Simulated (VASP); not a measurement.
Wanted: the native input for a VASP 6.6.1 run.

| Item | Value |
| --- | --- |
| Task | single point |
| Functional | LDA |
| Potentials or basis | VASP PAW LDA potentials, release 64 (Ga_d, N) |
| Cutoff | 520 eV |
| k mesh | 8 × 8 × 5 |
| Occupations | gaussian, width 0.03 eV |
| Spin | no spin polarisation |
| Dipole correction | no |
| Further INCAR settings | ALGO = Normal; EDIFF = 1e-06; NBANDS = 26 |

The structure of GaN lies in POSCAR:

```
GaN
1.0
    3.1889999985      0.0000000000      0.0000000000
   -1.5944999992      2.7617550113      0.0000000000
    0.0000000000      0.0000000000      5.1850000000
Ga N
2 2
Direct
    0.3333333333      0.6666666667      0.0000096356
    0.6666666667      0.3333333333      0.5000096356
    0.3333333333      0.6666666667      0.3769903644
    0.6666666667      0.3333333333      0.8769903644
```

These files were run (other wordings do the same):

INCAR

```
ALGO = Normal ; EDIFF = 1E-6
ENCUT = 520 ; GGA = CA
ISIF = 2 ; ISMEAR = 0
LASPH = T ; LCHARG = F
LREAL = F ; LWAVE = F
NBANDS = 26 ; NELM = 60
PREC = Accurate ; SIGMA = 0.03
```

KPOINTS

```
k-points
0
Gamma
  8 8 5
```

Potentials or basis: VASP PAW LDA potentials, release 64 (Ga_d, N).

Command:

```sh
$ cat potpaw_LDA.64/Ga_d/POTCAR potpaw_LDA.64/N/POTCAR > POTCAR
$ mpirun -np 1 vasp_std > vasp.out
```

It gave:

* Pressure: -5.1 GPa
* Largest force: 0.004 eV/Å
* Band gap on the k mesh: 1.94 eV

Caveat: the cell stands under tension.

Run time: 26 s on 1 thread of Intel(R) Xeon(R) Platinum 8488C (Sapphire Rapids), on a shared host, peak memory 0.15 GiB.
